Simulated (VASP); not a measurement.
# PtSe2 (P-3m1) in VASP: notebook, part 2 of 2

VASP 6.6.1. Earlier steps stand in the parts before.

**4. Electric field gradients, r2SCAN**

Contents of POSCAR:

```
PtSe2
1.0
    3.7240000000      0.0000000000      0.0000000000
   -1.8620000000      3.2250786037      0.0000000000
    0.0000000000      0.0000000000      5.0620000000
Pt Se
1 2
Direct
    0.0000000000      0.0000000000      0.0000000000
    0.3333333333      0.6666666667      0.2592029187
    0.6666666667      0.3333333333      0.7407970813
```

Contents of INCAR.step1:

```
PREC     = Accurate       # precision mode
ENCUT    = 520            # plane-wave cutoff, eV
ISMEAR   = -1             # smearing method
SIGMA    = 0.05           # smearing width, eV
LREAL    = False          # projectors in reciprocal space
LASPH    = True           # aspherical terms in the spheres
NELM     = 100            # most SCF steps
NBANDS   = 18             # bands
GGA      = PE             # functional
ALGO     = Normal         # electronic algorithm
EDIFF    = 1E-4           # SCF threshold, eV
LWAVE    = True           # write WAVECAR
LCHARG   = False          # write CHGCAR
```

Contents of INCAR.step2:

```
PREC     = Accurate       # precision mode
ENCUT    = 520            # plane-wave cutoff, eV
EDIFF    = 1E-8           # SCF threshold, eV
ISMEAR   = -1             # smearing method
SIGMA    = 0.05           # smearing width, eV
LREAL    = False          # projectors in reciprocal space
LASPH    = True           # aspherical terms in the spheres
NELM     = 100            # most SCF steps
ALGO     = Normal         # electronic algorithm
ISIF     = 2              # what is computed and relaxed
LWAVE    = False          # write WAVECAR
LCHARG   = False          # write CHGCAR
METAGGA  = R2SCAN         # meta-GGA
LMIXTAU  = True         
LEFG     = True         
NBANDS   = 18             # bands
ISTART   = 1
```

Contents of KPOINTS:

```
regular mesh
0
Gamma
  10 10 7
```

Potentials or basis: VASP PAW PBE potentials, release 64 (Pt, Se).

The run is started by

```console
$ cat potpaw_PBE.64/Pt/POTCAR potpaw_PBE.64/Se/POTCAR > POTCAR
$ cp INCAR.step1 INCAR
$ mpirun -np 1 vasp_std > vasp.out
$ cp INCAR.step2 INCAR
$ mpirun -np 1 vasp_std > vasp.out
```

OUTCAR:

```text
PREC = Accurate
   ENCUT = 520
   EDIFF = 1E-8
   ISMEAR = -1
   LREAL = False
   LASPH = True
   NELM = 100
   ISIF = 2
   METAGGA = R2SCAN
   ISTART = 1

 ion  position               nearest neighbor table
   1  0.000  0.000  0.000-   2 2.52   3 2.52   3 2.52   2 2.52   3 2.52   2 2.52
   2  0.333  0.667  0.259-   1 2.52   1 2.52   1 2.52
   3  0.667  0.333  0.741-   1 2.52   1 2.52   1 2.52

  LATTYP: Found a hexagonal cell.
 ALAT       =     3.7240000000
 C/A-ratio  =     1.3592910849

  Lattice vectors:

[... 722 lines left out ...]

  energy  without entropy=      -81.4292391522  energy(sigma->0) =      -81.43118839

 Electric field gradients (V/A^2)
---------------------------------------------------------------------
 ion       V_xx      V_yy      V_zz      V_xy      V_xz      V_yz
---------------------------------------------------------------------
   1     -60.626   -60.627   121.253    -0.000    -0.000     0.000
   2      22.851    22.851   -45.702    -0.000    -0.000     0.000
   3      22.851    22.851   -45.702    -0.000    -0.000     0.000
---------------------------------------------------------------------

 Electric field gradients after diagonalization (V/A^2)
 (convention: |V_zz| > |V_xx| > |V_yy|)
----------------------------------------------------------------------
 ion       V_xx      V_yy      V_zz     asymmetry (V_yy - V_xx)/ V_zz
----------------------------------------------------------------------
   1     -60.627   -60.626   121.253       0.000
   2      22.851    22.851   -45.702       0.000
   3      22.851    22.851   -45.702       0.000
----------------------------------------------------------------------

           NMR quadrupolar parameters

 Cq : quadrupolar parameter    Cq=e*Q*V_zz/h
 eta: asymmetry parameters     (V_yy - V_xx)/ V_zz
 Q  : nuclear electric quadrupole moment in mb (millibarn)
----------------------------------------------------------------------
 ion       Cq(MHz)       eta       Q (mb)
----------------------------------------------------------------------
   1       0.293       0.000       1.000
   2      -0.111       0.000       1.000
   3      -0.111       0.000       1.000
----------------------------------------------------------------------
```

OUTCAR.step1:

```text
PREC = Accurate
   ENCUT = 520
   ISMEAR = -1
   LREAL = False
   LASPH = True
   NELM = 100
[... 727 lines left out ...]
      0.00000      0.00000      0.00000         0.000000      0.000000      0.000000
     -0.00000      2.15005      1.31209         0.000000     -0.000000      0.007869
      1.86200      1.07503      3.74991        -0.000000      0.000000     -0.007869
 -----------------------------------------------------------------------------------
    total drift:                               -0.000000      0.000000      0.000000

  FREE ENERGIE OF THE ION-ELECTRON SYSTEM (eV)
  ---------------------------------------------------
  free  energy   TOTEN  =       -14.2161306736 eV

  energy  without entropy=      -14.2107354457  energy(sigma->0) =      -14.21343306
```

Run time: 12 min. Hardware: 1 thread of Intel Xeon 8259CL, shared host; peak memory 0.24 GiB.

Results:

```yaml
Free_energy: -81.4331 eV
Pressure: 2.1 GPa
Largest_force: 0.230 eV/Å
Band_gap_on_the_k_mesh: zero (bands 11 and 12 overlap by 0.57 eV)
Largest_electric_field_gradient_by_atom: Pt +121.3; Se -45.7 V/Å²
```

Forces on the atoms (eV/Å):
```
Pt   0.000  0.000  0.000
Se   0.000  0.000 -0.230
Se   0.000  0.000  0.230
```

Levels at points of the mesh, in eV from the Fermi level:
```
           k point  band 7  band 8  band 9  band 10  band 11  band 12  band 13  band 14  band 15  band 16
(0.00, 0.00, 0.00)   -4.12   -2.81   -1.09    -1.09     0.48     1.33     1.33     4.04     4.68     7.81
(0.50, 0.00, 0.00)   -3.99   -3.62   -3.59    -3.50    -3.08     0.65     2.39     5.19     6.34     7.32
```

Electric field gradients, principal values (V/Å²):
```csv
atom,least,middle,greatest (by size)
1 Pt,-60.626,-60.627,121.253
2 Se,22.851,22.851,-45.702
3 Se,22.851,22.851,-45.702
```

Caveat: without QUAD_EFG the Cq values of the log hold for a quadrupole moment of 1 mb, not for the nuclei; the PAW data sets were made with another functional, which shifts forces and pressure a little; spin-orbit coupling is left out, which moves the levels of the heavy elements.

**5. The runs side by side**

| level | cell | k mesh | smearing | gap on the mesh (eV) | pressure (GPa) | largest force (eV/Å) |
| --- | --- | --- | --- | --- | --- | --- |
| PBE | as given, atomic positions A | 9 × 9 × 6 | fermi-dirac 0.02 eV | none | 7.3 | 0.59 |
| PBE | as given, atomic positions A | 10 × 10 × 7 | fermi-dirac 0.05 eV | none | 7.3 | 0.57 |
| r2SCAN | as given, atomic positions B | 10 × 10 × 7 | fermi-dirac 0.05 eV | none | 2.1 | 0.23 |

Alike in all rows: task electric field gradients; potentials or basis VASP PAW PBE potentials, release 64 (Pt, Se); no spin polarisation; cutoff (eV) 520.

The pressure there spans 2.1 GPa (r2SCAN) to 7.3 GPa (PBE); a positive pressure means that this level wants a larger cell, a negative one a smaller.

Caveats: spin-orbit coupling is left out, which moves the levels of the heavy elements; the cell stands under pressure (at least some runs); the PAW data sets were made with another functional, which shifts forces and pressure a little (at least some runs).

Total energies depend on the potentials used, so only differences within one code and one set of settings carry meaning.
